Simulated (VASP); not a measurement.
A run of VASP 6.6.1 is set up as follows.

The input INCAR:

```
PREC = Accurate
ENCUT = 520
EDIFF = 1E-6
ISMEAR = -1
SIGMA = 0.1
LREAL = F
LASPH = T
NELM = 80
ALGO = Normal
ISIF = 2
LWAVE = F
LCHARG = F
GGA = PE
NBANDS = 20
```

KPOINTS

```
Automatic mesh
0
Gamma
  14 14 8
```

Contents of POSCAR:

```
Ga
1.0
    2.7142257494      0.0000000000      0.0000000000
   -1.3571128747      2.3505884506      0.0000000000
    0.0000000000      0.0000000000      4.6728444248
Ga
2
Direct
    0.3333333333      0.6666666667      0.2500000000
    0.6666666667      0.3333333333      0.7500000000
```

Potentials or basis: VASP PAW PBE potentials, release 64 (Ga_d).

Run with:

```console
$ cat potpaw_PBE.64/Ga_d/POTCAR > POTCAR
$ mpirun -np 1 vasp_std > vasp.out
```

**Question.** Predict the band gap on the k mesh.

**Answer.** Zero (band 13 reaches 12.67 eV, above the bottom of band 14 at 4.41 eV).

**Question.** Predict the pressure.

**Answer.** 21.6 GPa.
